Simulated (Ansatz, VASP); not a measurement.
# HC in VASP and in Ansatz

```
CELL_PARAMETERS angstrom
12.00000 0.00000 0.00000
0.00000 12.50000 0.00000
0.00000 0.00000 13.00000
ATOMIC_POSITIONS crystal
C 0.50000 0.50000 0.54640
C 0.50000 0.50000 0.45360
H 0.50000 0.50000 0.37126
H 0.50000 0.50000 0.62874
```

Alike in both runs: functional PBE; k mesh 1 × 1 × 1; no spin polarisation.

Ansatz relaxed the structure, and its values are those at the end. VASP's run is a single point on that final structure, the one shown.

|  | VASP | Ansatz |
| --- | --- | --- |
| version | VASP 6.6.1 | Ansatz 0.2.0 |
| potentials or method | VASP PAW PBE potentials, release 64 (C, H) | scalar-relativistic, plane waves, PAW |
| plane-wave cutoff (eV) | 520 | 420 |
| occupations | gaussian, width 0.01 eV | fixed |
| valence electrons in the cell | 10 | 10 |

|  | VASP | Ansatz | Ansatz less VASP |
| --- | --- | --- | --- |
| rms of the force components (eV/Å) | 0.045 | 0.000 | -0.0452 |
